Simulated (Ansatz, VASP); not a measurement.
# One calculation of NaCl, two programs

Contents of POSCAR:

```
NaCl
1.0
    3.4595458397      0.0000000000      0.0000000000
    0.0000000000      3.4595458397      0.0000000000
    0.0000000000      0.0000000000      3.4595458397
Na Cl
1 1
Direct
    0.0000000000      0.0000000000      0.0000000000
    0.5000000000      0.5000000000      0.5000000000
```

INCAR.step1

```
PREC = Accurate
ENCUT = 520
EDIFF = 1E-5
ISMEAR = 0
SIGMA = 0.01
LREAL = False
LASPH = True
NELM = 60
ALGO = Normal
ISIF = 2
LWAVE = True
NBANDS = 14
GGA = PE
```

Contents of INCAR.step2:

```
PREC = Accurate
ENCUT = 520
EDIFF = 1E-6
ISMEAR = 0
SIGMA = 0.01
LREAL = False
LASPH = True
NELM = 60
ALGO = Normal
ISIF = 2
LWAVE = False
LCHARG = True
GGA = PE
LHFCALC = True
HFSCREEN = 0.2079
PRECFOCK = Normal
LELF = True
LVHAR = True
NBANDS = 14
ISTART = 1
```

File KPOINTS:

```
Automatic mesh
0
Gamma
  4 4 4
```

Input for Ansatz:

```yaml
crystal:
  lattice:
    - [3.4595458397, 0.0, 0.0]
    - [0.0, 3.4595458397, 0.0]
    - [0.0, 0.0, 3.4595458397]
  atoms:
    - { symbol: Na, position: [0.0, 0.0, 0.0] }
    - { symbol: Cl, position: [0.5, 0.5, 0.5] }
kpoints:
  mp_grid: { grid: [4, 4, 4] }
hamiltonian:
  xc: hse06
scf:
  occupations: { method: fixed }
  n_extra_bands: 4
output:
  forces: true
  stress: true
  eigenvalues: true
```

Alike in both runs: task single point; functional HSE06; k mesh 4 × 4 × 4; no spin polarisation.

```csv
,VASP,Ansatz
version,VASP 6.6.1,Ansatz 0.2.0
potentials or method,"VASP PAW PBE potentials, release 64 (Na_pv, Cl)","plane waves, PAW"
plane-wave cutoff (eV),520,420
occupations,"gaussian, width 0.01 eV",fixed
valence electrons in the cell,14,16
```

|  | VASP | Ansatz | Ansatz less VASP |
| --- | --- | --- | --- |
| gap on the k mesh at the Fermi level (eV) | 5.42 | 5.43 | +0.008 |
| pressure (GPa) | 0.7 | 0.7 | -0.01 |

VASP's potentials hold 14 valence electrons a cell and Ansatz's 16, so a difference there can come from the potentials and not from the codes. Ansatz's warnings: stress exchange threshold loose, stress scf threshold loose.

The k mesh is coarse, so the values compare programs but aren't converged.
